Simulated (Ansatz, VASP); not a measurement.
**SiNi in VASP and in Ansatz**

```
Si Ni
1.0
     3.02662    0.00000    0.00000
     0.00000    3.27350    0.00000
     0.00000    0.00000    4.69776
Si Ni
2 2
Direct
  0.50000 0.46945 0.84230
  0.00000 0.00000 0.15770
  0.50000 0.50000 0.34422
  0.00000 0.00000 0.65578
```

Alike in both runs: task single point; functional PBEsol; k mesh 16 × 14 × 10; occupations gaussian, width 0.15 eV; no spin polarisation.

```csv
,VASP,Ansatz
version,VASP 6.6.1,Ansatz 0.2.0
potentials or method,"VASP PAW PBE potentials, release 64 (Si, Ni), cutoff 520 eV","scalar-relativistic, plane waves, PAW"
valence electrons in the cell,28,44
```

```tsv
	VASP	Ansatz	Ansatz less VASP
gap on the k mesh at the Fermi level (eV)	none	none	-
pressure (GPa)	-4.4	-4.7	-0.32
traceless stress, the component that is largest in VASP (GPa)	-0.26	-0.44	-0.185
rms of the force components (eV/Å)	0.235	0.233	-0.0017
```

VASP's potentials were made for PBE, not for PBEsol. Atom by atom the forces differ by 0.004 eV/Å (rms over components). A gap of «none» marks a metal or a gap that the smearing closes. VASP's potentials hold 28 valence electrons a cell and Ansatz's 44, so a difference there can come from the potentials and not from the codes.
